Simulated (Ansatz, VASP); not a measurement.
## Two plane-wave programs on MgCd3Te4

```
Mg Cd Te
1.0
     4.67257    0.00000    0.00000
     0.00000    4.67257    0.00000
     0.00000    0.00000   13.06381
Mg Cd Te
1 3 4
Cartesian
  0.0000 0.0000 6.5319
  0.0000 0.0000 0.0000
  2.3363 2.3363 3.2985
  2.3363 2.3363 9.7653
  2.3363 0.0000 4.9571
  0.0000 2.3363 8.1068
  2.3363 0.0000 11.4142
  0.0000 2.3363 1.6496
```

Alike in both runs: task relaxation of cell and atoms; functional PBE; k mesh 6 × 6 × 2; occupations gaussian, width 0.02 eV; no spin polarisation.

|  | VASP | Ansatz |
| --- | --- | --- |
| version | VASP 6.6.1 | Ansatz 0.2.0 |
| potentials or method | VASP PAW PBE potentials, release 64 (Mg, Cd, Te), cutoff 600 eV | scalar-relativistic, plane waves, PAW |
| valence electrons in the cell | 62 | 134 |

VASP gave:

| Item | Value |
| --- | --- |
| gap on the k mesh at the Fermi level, each at its own relaxed structure (eV) | 0.95 |
| relaxed volume (Å³/atom) | 35.82 |
| relaxed length of the cell vector where the two differ most in proportion (Å) | 4.671 |

Estimate Ansatz's values.

gap on the k mesh at the Fermi level, each at its own relaxed structure (eV): 0.96; relaxed volume (Å³/atom): 35.80; relaxed length of the cell vector where the two differ most in proportion (Å): 4.670.

VASP's potentials hold 62 valence electrons a cell and Ansatz's 134, so a difference there can come from the potentials and not from the codes.

Neither program's run includes spin-orbit coupling.
